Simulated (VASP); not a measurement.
# Ni (Fm-3m) in VASP: notebook

The runs below take Ni through single point, with LDA.

All numbers are computed with VASP 6.6.1; they aren't measurements. Logs are shortened: lines on timing, memory, paths and dates and some standing lists are left out, and cuts for length are marked.

### Step 1. The cell of the first run

Symmetry: Fm-3m, No. 225, cubic system. Conventional cell: a = 3.527 Å, b = 3.527 Å, c = 3.527 Å, α = 90.00°, β = 90.00°, γ = 90.00°. Within 3.3 Å of Ni (site symmetry m-3m) lie 12 Ni at 2.49 Å.

### Step 2. Single point, LDA, collinear spin, antiferromagnetic start

Input file INCAR:

```
SYSTEM = Ni
PREC = Accurate ; ENCUT = 520
EDIFF = 1E-7 ; ISMEAR = -1
SIGMA = 0.05 ; LREAL = .FALSE.
LASPH = .TRUE. ; NELM = 150
ALGO = Normal ; ISIF = 2
LWAVE = .FALSE. ; LCHARG = .TRUE.
ISPIN = 2 ; MAGMOM = 2 -2
LORBIT = 11 ; LMAXMIX = 4
GGA = CA ; LELF = .TRUE.
LVHAR = .TRUE. ; NBANDS = 21
```

Input file KPOINTS:

```
Automatic mesh
0
G
  7 14 14
  0 0 0
```

Input file POSCAR:

```
Ni
1.0
    0.0000000000      3.5270600000      3.5270600000
    1.7635300000      0.0000000000      1.7635300000
    1.7635300000      1.7635300000      0.0000000000
Ni
2
Direct
    0.0000000000      0.0000000000      0.0000000000
    0.5000000000      0.0000000000      0.0000000000
```

Potentials or basis: VASP PAW LDA potentials, release 64 (Ni).

Command:

```bash
cat potpaw_LDA.64/Ni/POTCAR > POTCAR
mpirun -np 1 vasp_std > vasp.out
```

OUTCAR:

```text
SYSTEM = Ni
   PREC = Accurate
   ENCUT = 520
   EDIFF = 1E-7
   ISMEAR = -1
   LREAL = .FALSE.
   LASPH = .TRUE.
   NELM = 150
   ISIF = 2
   ISPIN = 2
   LORBIT = 11
   GGA = CA

 ion  position               nearest neighbor table
   1  0.000  0.000  0.000-   2 2.49   2 2.49   2 2.49   2 2.49   2 2.49   2 2.49
   2  0.500  0.000  0.000-   1 2.49   1 2.49   1 2.49   1 2.49   1 2.49   1 2.49

  LATTYP: Found a trigonal (rhomboedric) cell.
 ALAT       =     4.3197486461
 COS(alpha) =     0.8333333333

  Lattice vectors:

 A1 = (   1.7635300000,  -1.7635300000,  -3.5270600000)
 A2 = (   3.5270600000,  -1.7635300000,  -1.7635300000)
 A3 = (   1.7635300000,  -3.5270600000,  -1.7635300000)

Analysis of symmetry for initial positions (statically):
=====================================================================
 Subroutine PRICEL returns following result:

  LATTYP: Found a face centered cubic cell.
 ALAT       =     3.5270600000
[... 12 lines left out ...]
 Subroutine GETGRP returns: Found 12 space group operations
 (whereof 12 operations were pure point group operations)
 out of a pool of 12 trial point group operations.

The static configuration has the point symmetry D_3d.

Analysis of symmetry for dynamics (positions and initial velocities):
=====================================================================
 Subroutine PRICEL returns following result:

  LATTYP: Found a face centered cubic cell.
 ALAT       =     3.5270600000
[... 12 lines left out ...]
 Subroutine GETGRP returns: Found 12 space group operations
 (whereof 12 operations were pure point group operations)
 out of a pool of 12 trial point group operations.

The dynamic configuration has the point symmetry D_3d.

Analysis of structural, dynamic, and magnetic symmetry:
=====================================================================
 Subroutine PRICEL returns following result:

  LATTYP: Found a face centered cubic cell.
 ALAT       =     3.5270600000
[... 12 lines left out ...]
 Subroutine GETGRP returns: Found 12 space group operations
 (whereof 12 operations were pure point group operations)
 out of a pool of 12 trial point group operations.

The overall configuration has the point symmetry D_3d.

 Subroutine INISYM returns: Found 12 space group operations
 (whereof 12 operations are pure point group operations),
 and found     2 'primitive' translations

----------------------------------------------------------------------------------------

                                     Primitive cell

  volume of cell :      10.9693
[... 129 lines left out ...]
  Thomas-Fermi vector in A             =   2.686550
   LORBIT       =     11    0 simple, 1 ext, 2 COOP (PROOUT), +10 PAW based schemes
   GGA     = CA    functional components
   LHFCALC =     F    Hartree Fock is set to
   AEXX    =    0.0000 exact exchange contribution
   IVDW    =     0    specifies the selected vdW correction
   LEPSILON=     F    determine dielectric tensor
   LRPA    =     F    only Hartree local field effects (RPA)
 spin polarized calculation
  energy-cutoff  :      520.00
  volume of cell :       21.94
 maximum number of plane-waves:       609
 NGX is ok and might be reduce to    40
   NGX = 19   NGY =  9   NGZ =  9

 number of electron      20.0000020 magnetization      -0.0000000

 number of electron      20.0000020 magnetization       0.0000000

 Free energy of the ion-electron system (eV)
  ---------------------------------------------------
  ext. energy  EPLUGINS =         0.00000000
  ---------------------------------------------------
  free energy    TOTEN  =       -12.98329694 eV

  energy without entropy =      -12.92039731  energy(sigma->0) =      -12.95184713

 E-fermi :   8.7331     XC(G=0): -13.5638

 val. band max:        8.7320068752   @ k =   0.0000   0.0000   0.0000
 cond. band min:       8.7334315632   @ k =   0.2857   0.5000   0.0000
 fundamental gap:      0.0014246880
 Fermi energy:         8.7331470105

 spin component 1

 k-point     1 :       0.0000    0.0000    0.0000
  band No.  band energies     occupation
      1       0.0020      1.00000
      2       4.3606      1.00000
      3       6.8518      1.00000
      4       6.8518      1.00000
      5       6.8948      1.00000
      6       6.9071      1.00000
[... 565 lines left out ...]
     20      36.0314      0.00000
     21      36.9032      0.00000

 [... further k-points ...]

 spin component 2

 k-point     1 :       0.0000    0.0000    0.0000
  band No.  band energies     occupation
      1       0.0020      1.00000
      2       4.3606      1.00000
      3       6.8518      1.00000
      4       6.8518      1.00000
      5       6.8948      1.00000
      6       6.9071      1.00000
[... 565 lines left out ...]
     20      36.0314      0.00000
     21      36.9032      0.00000

 [... further k-points ...]

------------------------ aborting loop because EDIFF is reached ----------------------------------------

  FORCE on cell =-STRESS in cart. coord.  units (eV):
  Direction    XX          YY          ZZ          XY          YZ          ZX
  --------------------------------------------------------------------------------------
  -------------------------------------------------------------------------------------
  Total       -2.6018045     -2.6018045     -2.6018045     -0.0005788      0.0005788     -0.0005788
  in kB     -190.0101026   -190.0101026   -190.0101026     -0.0422690      0.0422690     -0.0422690
  external PRESSURE =    -190.0101026 kB  Pullay stress =       0.0000000 kB

 VOLUME and BASIS-vectors are now :
 -----------------------------------------------------------------------------
  energy-cutoff  :      520.00
  volume of cell :       21.94
      direct lattice vectors                 reciprocal lattice vectors
     0.000000000  3.527060000  3.527060000    -0.141761127  0.141761127  0.141761127
     1.763530000  0.000000000  1.763530000     0.283522254 -0.283522254  0.283522254
     1.763530000  1.763530000  0.000000000     0.283522254  0.283522254 -0.283522254

 POSITION                                       TOTAL-FORCE (eV/Angst)
 -----------------------------------------------------------------------------------
      0.00000      0.00000      0.00000         0.000000      0.000000     -0.000000
      0.00000      1.76353      1.76353        -0.000000     -0.000000      0.000000
 -----------------------------------------------------------------------------------
    total drift:                               -0.000000     -0.000000     -0.000000

  FREE ENERGIE OF THE ION-ELECTRON SYSTEM (eV)
  ---------------------------------------------------
  free  energy   TOTEN  =       -12.9832969414 eV

  energy  without entropy=      -12.9203973133  energy(sigma->0) =      -12.95184713

 total charge

# of ion       s       p       d       tot
------------------------------------------
    1        0.494   0.486   8.327   9.307
    2        0.494   0.486   8.327   9.307
--------------------------------------------------
tot          0.988   0.972  16.655  18.614

 magnetization (x)

# of ion       s       p       d       tot
------------------------------------------
    1       -0.000   0.000   0.061   0.061
    2        0.000  -0.000  -0.061  -0.061
--------------------------------------------------
tot          0.000   0.000   0.000   0.000
```

stdout:

```text
POSCAR found type information on POSCAR Ni
 POSCAR found :  1 types and       2 ions
 scaLAPACK will be used
 LDA part: xc-table for (Slater(with rela. corr.)+CA(PZ))
 , standard interpolation
 -----------------------------------------------------------------------------
|                                                                             |
|           W    W    AA    RRRRR   N    N  II  N    N   GGGG   !!!           |
|           W    W   A  A   R    R  NN   N  II  NN   N  G    G  !!!           |
|           W    W  A    A  R    R  N N  N  II  N N  N  G       !!!           |
|           W WW W  AAAAAA  RRRRR   N  N N  II  N  N N  G  GGG   !            |
|           WW  WW  A    A  R   R   N   NN  II  N   NN  G    G                |
|           W    W  A    A  R    R  N    N  II  N    N   GGGG   !!!           |
|                                                                             |
|     Your reciprocal lattice and k-lattice belong to different lattice       |
|     classes:                                                                |
|                                                                             |
|        The reciprocal lattice is rhombohedral (trigonal),                   |
|        whereas your k-lattice is body-centered cubic.                       |
|                                                                             |
|     Results are often still useful ...                                      |
|                                                                             |
 -----------------------------------------------------------------------------

 POSCAR, INCAR and KPOINTS ok, starting setup
 FFT: planning ... GRIDC
 FFT: planning ... GRID_SOFT
 FFT: planning ... GRID
 WAVECAR not read
 entering main loop
```

Wall time 1.9 min (1 thread of Intel Xeon 6975P-C (Granite Rapids), shared host); peak memory 0.21 GiB.

What came out:

```
Free energy                                           : -12.9833 eV
Pressure                                              : -19.0 GPa
Band gap on the k mesh                                : zero (filled and empty bands overlap)
Net moment                                            : 0.00 μB per cell
Site moments                                          : Ni +0.06, -0.06 μB
Valence electrons inside the program's atomic spheres : Ni 9.31
```

Levels at points of the mesh, in eV from the Fermi level:
Spin up:
```tsv
k point	band 6	band 7	band 8	band 9	band 10	band 11	band 12	band 13	band 14	band 15
(0.00, 0.00, 0.00)	-1.83	-1.83	-0.72	-0.72	-0.05	0.00	0.00	6.02	22.40	23.88
(0.00, 0.50, 0.00)	-0.05	-0.03	0.00	0.02	0.17	0.17	2.65	6.02	9.52	14.90
```
Spin down:
| k point | band 7 | band 8 | band 9 | band 10 | band 11 | band 12 | band 13 | band 14 |
| --- | --- | --- | --- | --- | --- | --- | --- | --- |
| (0.00, 0.00, 0.00) | -1.83 | -0.72 | -0.72 | -0.05 | 0.00 | 0.00 | 6.02 | 22.40 |
| (0.00, 0.50, 0.00) | -0.03 | 0.00 | 0.02 | 0.17 | 0.17 | 2.65 | 6.02 | 9.52 |

### Step 3. Single point, LDA, collinear spin, ferromagnetic start

Input file INCAR:

```
PREC = Accurate
ENCUT = 520
EDIFF = 1E-7
ISMEAR = -1
SIGMA = 0.05
LREAL = F
LASPH = T
NELM = 150
ALGO = Normal
ISIF = 2
LWAVE = F
LCHARG = T
ISPIN = 2
MAGMOM = 2 2
LORBIT = 11
LMAXMIX = 4
LELF = T
LVHAR = T
NBANDS = 21
```

Input file KPOINTS:

```
Automatic mesh
0
Gamma
  7 14 14
```

POSCAR is that of step 2.

Potentials or basis: VASP PAW LDA potentials, release 64 (Ni).

Command:

```bash
cat potpaw_LDA.64/Ni/POTCAR > POTCAR
mpirun -np 1 vasp_std > vasp.out
```

OUTCAR:

```text
PREC = Accurate
   ENCUT = 520
   EDIFF = 1E-7
   ISMEAR = -1
   LREAL = F
   LASPH = T
   NELM = 150
   ISIF = 2
   ISPIN = 2
   LORBIT = 11

 ion  position               nearest neighbor table
   1  0.000  0.000  0.000-   2 2.49   2 2.49   2 2.49   2 2.49   2 2.49   2 2.49
   2  0.500  0.000  0.000-   1 2.49   1 2.49   1 2.49   1 2.49   1 2.49   1 2.49

  LATTYP: Found a trigonal (rhomboedric) cell.
 ALAT       =     4.3197486461
 COS(alpha) =     0.8333333333

  Lattice vectors:

 A1 = (   1.7635300000,  -1.7635300000,  -3.5270600000)
 A2 = (   3.5270600000,  -1.7635300000,  -1.7635300000)
 A3 = (   1.7635300000,  -3.5270600000,  -1.7635300000)

Analysis of symmetry for initial positions (statically):
=====================================================================
 Subroutine PRICEL returns following result:

  LATTYP: Found a face centered cubic cell.
 ALAT       =     3.5270600000
[... 12 lines left out ...]
 Subroutine GETGRP returns: Found 12 space group operations
 (whereof 12 operations were pure point group operations)
 out of a pool of 12 trial point group operations.

The static configuration has the point symmetry D_3d.

Analysis of symmetry for dynamics (positions and initial velocities):
=====================================================================
 Subroutine PRICEL returns following result:

  LATTYP: Found a face centered cubic cell.
 ALAT       =     3.5270600000
[... 12 lines left out ...]
 Subroutine GETGRP returns: Found 12 space group operations
 (whereof 12 operations were pure point group operations)
 out of a pool of 12 trial point group operations.

The dynamic configuration has the point symmetry D_3d.

Analysis of structural, dynamic, and magnetic symmetry:
=====================================================================
 Subroutine PRICEL returns following result:

  LATTYP: Found a face centered cubic cell.
 ALAT       =     3.5270600000
[... 12 lines left out ...]
 Subroutine GETGRP returns: Found 12 space group operations
 (whereof 12 operations were pure point group operations)
 out of a pool of 12 trial point group operations.
[... 154 lines left out ...]
   NGX = 19   NGY =  9   NGZ =  9

 number of electron      20.0000020 magnetization       1.1068216

 Free energy of the ion-electron system (eV)
  ---------------------------------------------------
  ext. energy  EPLUGINS =         0.00000000
  ---------------------------------------------------
  free energy    TOTEN  =       -13.05369963 eV

  energy without entropy =      -13.02059964  energy(sigma->0) =      -13.03714963

 E-fermi :   8.8972     XC(G=0): -13.5636

 val. band max:        8.8831150093   @ k =  -0.2857   0.2143   0.0000
 cond. band min:       8.9072766437   @ k =   0.2857   0.4286   0.0714
 fundamental gap:      0.0241616344
 Fermi energy:         8.8971615617

 spin component 1

 k-point     1 :       0.0000    0.0000    0.0000
  band No.  band energies     occupation
      1      -0.0124      1.00000
      2       4.1840      1.00000
      3       6.6053      1.00000
      4       6.6053      1.00000
      5       6.6081      1.00000
      6       6.6081      1.00000
[... 565 lines left out ...]
     20      35.9768      0.00000
     21      36.8468      0.00000

 [... further k-points ...]

 spin component 2

 k-point     1 :       0.0000    0.0000    0.0000
  band No.  band energies     occupation
      1       0.0180      1.00000
      2       4.5322      1.00000
      3       7.1169      1.00000
      4       7.1169      1.00000
      5       7.1775      1.00000
      6       7.1775      1.00000
[... 565 lines left out ...]
     20      36.0859      0.00000
     21      36.9599      0.00000

 [... further k-points ...]
[... 5 lines left out ...]
  --------------------------------------------------------------------------------------
  -------------------------------------------------------------------------------------
  Total       -2.5194131     -2.5194131     -2.5194131     -0.0000008      0.0000008     -0.0000008
  in kB     -183.9930464   -183.9930464   -183.9930464     -0.0000604      0.0000604     -0.0000604
  external PRESSURE =    -183.9930464 kB  Pullay stress =       0.0000000 kB

 VOLUME and BASIS-vectors are now :
 -----------------------------------------------------------------------------
  energy-cutoff  :      520.00
  volume of cell :       21.94
      direct lattice vectors                 reciprocal lattice vectors
     0.000000000  3.527060000  3.527060000    -0.141761127  0.141761127  0.141761127
     1.763530000  0.000000000  1.763530000     0.283522254 -0.283522254  0.283522254
     1.763530000  1.763530000  0.000000000     0.283522254  0.283522254 -0.283522254

 POSITION                                       TOTAL-FORCE (eV/Angst)
 -----------------------------------------------------------------------------------
      0.00000      0.00000      0.00000         0.000000     -0.000000     -0.000000
      0.00000      1.76353      1.76353        -0.000000      0.000000      0.000000
 -----------------------------------------------------------------------------------
    total drift:                               -0.000000     -0.000000      0.000000

  FREE ENERGIE OF THE ION-ELECTRON SYSTEM (eV)
  ---------------------------------------------------
  free  energy   TOTEN  =       -13.0536996306 eV

  energy  without entropy=      -13.0205996383  energy(sigma->0) =      -13.03714963

 total charge

# of ion       s       p       d       tot
------------------------------------------
    1        0.495   0.488   8.324   9.306
    2        0.495   0.488   8.324   9.306
--------------------------------------------------
tot          0.989   0.976  16.647  18.612

 magnetization (x)

# of ion       s       p       d       tot
------------------------------------------
    1       -0.006  -0.019   0.585   0.560
    2       -0.006  -0.019   0.585   0.560
--------------------------------------------------
tot         -0.013  -0.038   1.171   1.120
```

OSZICAR:

```text
N       E                     dE             d eps       ncg     rms          rms(c)
DAV:   1     0.959416151931E+02    0.95942E+02   -0.88703E+03 13231   0.137E+03
DAV:   2    -0.890505944856E+01   -0.10485E+03   -0.96317E+02 12366   0.234E+02
DAV:   3    -0.148733326947E+02   -0.59683E+01   -0.57564E+01 13859   0.644E+01
DAV:   4    -0.149538182920E+02   -0.80486E-01   -0.80411E-01 13803   0.699E+00
DAV:   5    -0.149563151846E+02   -0.24969E-02   -0.24967E-02 13848   0.122E+00    0.160E+01
DAV:   6    -0.138963840629E+02    0.10599E+01   -0.90759E+00 14330   0.628E+01    0.963E+00
DAV:   7    -0.130886729439E+02    0.80771E+00   -0.21387E+00 14167   0.270E+01    0.237E+00
DAV:   8    -0.130620570532E+02    0.26616E-01   -0.14177E-02 17607   0.133E+00    0.118E+00
DAV:   9    -0.130564310352E+02    0.56260E-02   -0.57801E-04 16821   0.244E-01    0.475E-01
DAV:  10    -0.130536849072E+02    0.27461E-02   -0.21674E-04 20481   0.319E-01    0.106E-01
DAV:  11    -0.130537170293E+02   -0.32122E-04   -0.34964E-05 16077   0.662E-02    0.340E-02
DAV:  12    -0.130537020140E+02    0.15015E-04   -0.16002E-06 19262   0.231E-02    0.189E-02
DAV:  13    -0.130536996261E+02    0.23879E-05   -0.12974E-06 17451   0.119E-02    0.252E-03
DAV:  14    -0.130536996306E+02   -0.44661E-08   -0.51988E-08  8823   0.252E-03
   1 F= -.13053700E+02 E0= -.13037150E+02  d E =-.331000E-01  mag=     1.1067
```

stdout:

```text
POSCAR found type information on POSCAR Ni
 POSCAR found :  1 types and       2 ions
 scaLAPACK will be used
 LDA part: xc-table for (Slater(with rela. corr.)+CA(PZ))
 , standard interpolation
 -----------------------------------------------------------------------------
|                                                                             |
|           W    W    AA    RRRRR   N    N  II  N    N   GGGG   !!!           |
|           W    W   A  A   R    R  NN   N  II  NN   N  G    G  !!!           |
|           W    W  A    A  R    R  N N  N  II  N N  N  G       !!!           |
|           W WW W  AAAAAA  RRRRR   N  N N  II  N  N N  G  GGG   !            |
|           WW  WW  A    A  R   R   N   NN  II  N   NN  G    G                |
|           W    W  A    A  R    R  N    N  II  N    N   GGGG   !!!           |
|                                                                             |
|     Your reciprocal lattice and k-lattice belong to different lattice       |
|     classes:                                                                |
|                                                                             |
|        The reciprocal lattice is rhombohedral (trigonal),                   |
|        whereas your k-lattice is body-centered cubic.                       |
|                                                                             |
|     Results are often still useful ...                                      |
|                                                                             |
 -----------------------------------------------------------------------------

 POSCAR, INCAR and KPOINTS ok, starting setup
 FFT: planning ... GRIDC
 FFT: planning ... GRID_SOFT
 FFT: planning ... GRID
 WAVECAR not read
 entering main loop
```

Run time: 68 s. Hardware: 1 thread of Intel Xeon 6975P-C (Granite Rapids), shared host; peak memory 0.2 GiB.

What came out:

| Item | Value |
| --- | --- |
| Free energy | -13.0537 eV |
| Pressure | -18.4 GPa |
| Net moment | 1.11 μB per cell |
| Site moments | Ni +0.56 μB |
| Valence electrons inside the program's atomic spheres | Ni 9.31 |

[end of part 1 of 3]
